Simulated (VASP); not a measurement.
Crystal: In6As.

```xyz
7
Lattice="4.3000 2.4826 2.6333 -4.3000 2.4826 2.6333 0.0000 -4.9652 2.6333" Properties=species:S:1:pos:R:3 pbc="T T T"
In    1.2286    1.4186    2.6333
In   -1.2286   -1.4186    5.2667
In    0.6143   -1.7733    2.6333
In   -0.6143    1.7733    5.2667
In    1.8429   -0.3547    5.2667
In   -1.8429    0.3547    2.6333
As    0.0000    0.0000    0.0000
```

```yaml
Program: VASP 6.6.1
Task: relaxation of cell and atoms
Functional: PBE
Potentials_or_basis: VASP PAW PBE potentials, release 64 (In_d, As)
Cutoff: 600 eV
k_mesh: 3 × 3 × 3
Occupations: gaussian, width 0.2 eV
Spin: no spin polarisation
```

At the start: pressure 4.3 GPa; volume 24.10 Å³/atom.

Q: Where does the relaxation end?

A: Over 24 steps the energy falls by 86.6 meV/atom and the volume is 27.61 Å³/atom (+14.6 %); space group R-3 (No. 148, to 0.1 Å) before and after.

The path:
| step | energy change (eV) | largest force (eV/Å) | pressure (GPa) | volume (Å³) |
| --- | --- | --- | --- | --- |
| 1 | 0.0000 | 0.4513 | 4.33 | 168.67 |
| 2 | -0.2696 | 0.3009 | -0.21 | 185.04 |
| 3 | -0.2730 | 0.2893 | -0.62 | 187.12 |
| 4 | -0.3408 | 0.2375 | -0.46 | 186.58 |
| 5 | -0.4469 | 0.1802 | 0.22 | 184.64 |
| 6 | -0.4469 | 0.2018 | 0.57 | 184.43 |
| 7 | -0.4690 | 0.1998 | -0.14 | 188.25 |
| 8 | -0.4717 | 0.2041 | -0.48 | 190.86 |
| 9 | -0.5011 | 0.1634 | -0.18 | 189.55 |
| 10 | -0.5142 | 0.1358 | 0.08 | 188.59 |
| 11 | -0.5171 | 0.1000 | 0.59 | 186.61 |
| 12 | -0.5200 | 0.1116 | 0.35 | 187.47 |
| 13 | -0.5323 | 0.1009 | -0.30 | 190.61 |
| 14 | -0.5323 | 0.0996 | -0.29 | 190.48 |
| 15 | -0.5418 | 0.1077 | 0.05 | 188.92 |
| 16 | -0.5426 | 0.1320 | 0.35 | 187.50 |
| 17 | -0.5432 | 0.1213 | 0.33 | 188.00 |
| 18 | -0.5499 | 0.1192 | 0.09 | 188.73 |
| 19 | -0.5597 | 0.1251 | 0.09 | 190.46 |
| 20 | -0.5563 | 0.1690 | -0.56 | 193.96 |
| 21 | -0.5619 | 0.1399 | -0.18 | 191.92 |
| 22 | -0.5776 | 0.1237 | -0.10 | 191.53 |
| 23 | -0.5970 | 0.1265 | 0.49 | 190.33 |
| 24 | -0.6065 | 0.0718 | 0.01 | 193.25 |

Final structure:
```xyz
7
Lattice="4.8298 2.7885 2.3916 -4.8298 2.7885 2.3916 0.0000 -5.5769 2.3916" Properties=species:S:1:pos:R:3 pbc="T T T"
In    1.1997    1.6199    2.1080
In   -1.1997   -1.6199    5.0668
In    0.8030   -1.8489    2.1080
In   -0.8030    1.8489    5.0668
In    2.0027   -0.2290    5.0668
In   -2.0027    0.2290    2.1080
As    0.0000    5.5769    4.7832
```

Caveat: the k points lie up to 0.38 Å⁻¹ apart in the final cell, too coarse for converged energies and pressures of a metal; the relaxation stopped at a loose force limit of 0.08 eV/Å, so its end isn't a converged minimum.
